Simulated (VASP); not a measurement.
Te2Mo, 3 atoms in the cell. Symmetry: P-3m1, No. 164, trigonal system. Conventional cell: a = 3.519 Å, b = 3.519 Å, c = 7.214 Å, α = 90.00°, β = 90.00°, γ = 120.00°. Mo (site symmetry -3m) has 6 Te at 2.73 Å and 6 Mo at 3.52 Å within 3.6 Å. Te (site symmetry 3m) has 3 Mo at 2.73 Å and 6 Te at 3.52 Å within 3.6 Å. 

- Program: VASP 6.6.1
- Task: single point
- Functional: HSE06
- Potentials or basis: VASP PAW PBE potentials, release 64 (Mo_sv, Te)
- Cutoff: 400 eV
- k mesh: 6 × 6 × 2
- Occupations: fermi-dirac, width 0.02 eV
- Spin: no spin polarisation
- Dipole correction: no
- Grid for exact exchange (PRECFOCK): Normal
- Further INCAR settings: ALGO = Normal; EDIFF = 1e-06; NBANDS = 20
- Share of exact exchange: 0.25
- Screening parameter: 0.2079 1/Å

Potentials or basis: VASP PAW PBE potentials, release 64 (Mo_sv, Te).

Command:

```bash
$ cat potpaw_PBE.64/Mo_sv/POTCAR potpaw_PBE.64/Te/POTCAR > POTCAR
$ cp INCAR.step1 INCAR
$ mpirun -np 1 vasp_std > vasp.out
$ cp INCAR.step2 INCAR
$ mpirun -np 1 vasp_std > vasp.out
```

Hardware: 1 thread of AMD EPYC 7R13 (shared host).

Problem. Estimate the wall time of this run.

Solution. Run time: 65 min on 1 thread of AMD EPYC 7R13 (shared host), peak memory 0.26 GiB. Counts: k points 14.
